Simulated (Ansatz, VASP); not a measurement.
**Pt: VASP beside Ansatz**

```
CELL_PARAMETERS angstrom
0.00000 1.90895 1.86000
1.90895 0.00000 1.86000
1.90895 1.90895 0.00000
ATOMIC_POSITIONS crystal
Pt 0.00000 0.00000 0.00000
```

Change from the starting cell: strain -0.025 along x and y, -0.050 along z, atoms carried along.

Alike in both runs: task single point; functional PBE; k mesh 20 × 20 × 20; occupations gaussian, width 0.15 eV; no spin polarisation.

|  | VASP | Ansatz |
| --- | --- | --- |
| version | VASP 6.6.1 | Ansatz 0.2.0 |
| potentials or method | VASP PAW PBE potentials, release 64 (Pt), cutoff 520 eV | scalar-relativistic, plane waves, PAW |
| valence electrons in the cell | 10 | 18 |

VASP gave:

```
gap on the k mesh at the Fermi level (eV)                     : none
pressure (GPa)                                                : 51.9
traceless stress, the component that is largest in VASP (GPa) : 2.38
```

Question: Estimate Ansatz's values.

Answer: gap on the k mesh at the Fermi level (eV): none; pressure (GPa): 52.5; traceless stress, the component that is largest in VASP (GPa): 2.39.

A gap of «none» marks a metal or a gap that the smearing closes. Both programs put the cell under a high pressure, so it lies far from rest at this level. With one functional, cell and mesh, what is left measures potentials, basis and numerics. VASP's potentials hold 10 valence electrons a cell and Ansatz's 18, so a difference there can come from the potentials and not from the codes.

Spin-orbit coupling is off throughout.
